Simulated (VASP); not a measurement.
Input of a VASP 6.6.1 run:

INCAR

```
PREC     = Accurate       # precision mode
ENCUT    = 520            # plane-wave cutoff, eV
EDIFF    = 1E-6           # SCF threshold, eV
ISMEAR   = 0              # smearing method
SIGMA    = 0.1            # smearing width, eV
LREAL    = F              # projectors in reciprocal space
LASPH    = T              # aspherical terms in the spheres
NELM     = 150            # most SCF steps
ALGO     = Normal         # electronic algorithm
ISIF     = 2              # what is computed and relaxed
LWAVE    = F              # write WAVECAR
LCHARG   = F              # write CHGCAR
ISPIN    = 2              # spin polarisation
MAGMOM   = 0 1.4 0 0 0 0 0 0 0 0 # initial moments
LORBIT   = 11             # projections on sites
LMAXMIX  = 4              # l up to which the mixer works
GGA      = PE             # functional
NBANDS   = 42             # bands
```

KPOINTS

```
Automatic mesh
0
Gamma
  2 2 2
```

File POSCAR:

```
CaIrC4N4
1.0
    6.5498804339     -0.0093829458     -0.0219448135
   -0.0095424966      6.5376782649     -0.0092119069
   -0.0220313592     -0.0092370395      6.6089107945
Ca Ir C N
1 1 4 4
Direct
   -0.0008306495     -0.0019563579      0.9991875932
    0.5005693138      0.5013762259      0.5005587736
    0.2194614697      0.2192416951      0.2191354510
    0.2195725529      0.7800553713      0.7799576269
    0.7798307438      0.2192774870      0.7805674094
    0.7804179489      0.7797020704      0.2196623039
    0.3228370272      0.3231572981      0.3230029624
    0.3233610585      0.6779847863      0.6766317605
    0.6772412471      0.3234664837      0.6773516944
    0.6775392878      0.6776949401      0.3239444247
```

Potentials or basis: VASP PAW PBE potentials, release 64 (Ca_sv, Ir, C, N).

Run with:

```bash
$ cat potpaw_PBE.64/Ca_sv/POTCAR potpaw_PBE.64/Ir/POTCAR potpaw_PBE.64/C/POTCAR potpaw_PBE.64/N/POTCAR > POTCAR
$ mpirun -np 1 vasp_std > vasp.out
```

**Question.** What does it give for the largest force?

**Answer.** 0.331 eV/Å.

**Question.** Predict the pressure.

**Answer.** 0.3 GPa.

**Question.** What does it give for the band gap on the k mesh?

**Answer.** 1.13 eV.

Forces in eV/Å, atoms in the order of the input:
```
Ca   0.000  0.000 -0.001
Ir   0.000 -0.001  0.000
C   -0.189 -0.190 -0.192
C   -0.192  0.187  0.192
C    0.188 -0.191  0.190
C    0.190  0.188 -0.195
N    0.171  0.173  0.175
N    0.173 -0.170 -0.173
N   -0.169  0.173 -0.173
N   -0.172 -0.170  0.176
```

Caveat: the k points lie up to 0.48 Å⁻¹ apart; spin-orbit coupling is left out, which moves the levels of the heavy elements. A k mesh can miss the band edges.
